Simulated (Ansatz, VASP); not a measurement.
## Two plane-wave programs on SrO

The input POSCAR:

```
SrO
1.0
    0.0000000000      2.7922805169      2.7922805169
    2.7922805169      0.0000000000      2.7922805169
    2.7922805169      2.7922805169      0.0000000000
Sr O
1 1
Direct
    0.0000000000      0.0000000000      0.0000000000
    0.2500000000      0.2500000000      0.2500000000
```

File INCAR.step1:

```
PREC = Accurate
ENCUT = 520
ISMEAR = 0
SIGMA = 0.01
LREAL = False
LASPH = True
NELM = 60
NBANDS = 15
GGA = PE
ALGO = Normal
EDIFF = 1E-4
LWAVE = True
LCHARG = False
```

Contents of INCAR.step2:

```
PREC = Accurate
ENCUT = 520
EDIFF = 1E-6
ISMEAR = 0
SIGMA = 0.01
LREAL = False
LASPH = True
NELM = 60
ALGO = Normal
ISIF = 2
LWAVE = False
LCHARG = False
METAGGA = R2SCAN
LMIXTAU = True
NBANDS = 15
ISTART = 1
```

The input KPOINTS:

```
Automatic mesh
0
Gamma
  8 8 8
```

Input for Ansatz:

```yaml
crystal:
  lattice:
    - [0.0, 2.7922805169, 2.7922805169]
    - [2.7922805169, 0.0, 2.7922805169]
    - [2.7922805169, 2.7922805169, 0.0]
  atoms:
    - { symbol: Sr, position: [0.0, 0.0, 0.0] }
    - { symbol: O, position: [0.25, 0.25, 0.25] }
kpoints:
  mp_grid: { grid: [8, 8, 8] }
hamiltonian:
  xc: r2scan
scf:
  occupations: { method: fixed }
output:
  optics: { e_range: [0, 15], de: 0.05, sigma: 0.1 }
```

Alike in both runs: task single point; functional r2SCAN; k mesh 8 × 8 × 8; no spin polarisation.

|  | VASP | Ansatz |
| --- | --- | --- |
| version | VASP 6.6.1 | Ansatz 0.2.0 |
| potentials or method | VASP PAW PBE potentials, release 64 (Sr_sv, O) | plane waves, PAW |
| plane-wave cutoff (eV) | 520 | 500 |
| occupations | gaussian, width 0.01 eV | fixed |
| valence electrons in the cell | 16 | 16 |

|  | VASP | Ansatz | Ansatz less VASP |
| --- | --- | --- | --- |
| gap on the k mesh at the Fermi level (eV) | 2.90 | 2.89 | -0.015 |

VASP's potentials were made for PBE, not for r2SCAN.
